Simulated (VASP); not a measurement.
Set up this calculation in VASP 6.6.1, as the native input.

| Item | Value |
| --- | --- |
| Task | single point |
| Functional | PBE |
| Dispersion | D3(BJ) |
| Potentials or basis | VASP PAW PBE potentials, release 64 (As) |
| Cutoff | 520 eV |
| k mesh | 15 × 15 × 15 |
| Occupations | gaussian, width 0.1 eV |
| Spin | no spin polarisation |
| Dipole correction | no |
| Further INCAR settings | ALGO = Normal; EDIFF = 1e-06; NBANDS = 12 |

The structure of As lies in POSCAR:

```
As
1.0
    1.8914431610      1.0920252182      3.3714428760
   -1.8914431610      1.0920252182      3.3714428760
    0.0000000000     -2.1840504364      3.3714428760
As
2
Direct
    0.2302925050      0.2302925050      0.2302925050
    0.7697074950      0.7697074950      0.7697074950
```

One way to write it, as run:

INCAR

```
ALGO = Normal
EDIFF = 1E-6
ENCUT = 520
GGA = PE
ISIF = 2
ISMEAR = 0
IVDW = 12
LASPH = T
LCHARG = F
LREAL = F
LWAVE = F
NBANDS = 12
NELM = 80
PREC = Accurate
SIGMA = 0.1
```

KPOINTS

```
k-points
0
Gamma
  15 15 15
```

Potentials or basis: VASP PAW PBE potentials, release 64 (As).

Launch:

```console
$ cat potpaw_PBE.64/As/POTCAR > POTCAR
$ mpirun -np 1 vasp_std > vasp.out
```

Results of the run:

```yaml
Pressure: 0.3 GPa
Largest_force: 0.051 eV/Å
Band_gap_on_the_k_mesh: zero (bands 5 and 6 overlap by 0.14 eV)
Dispersion_energy_per_atom: -0.433 eV
```

Run time: 53 s on 1 thread of Intel(R) Xeon(R) 6975P-C (Granite Rapids) (shared host), peak memory 0.28 GiB.
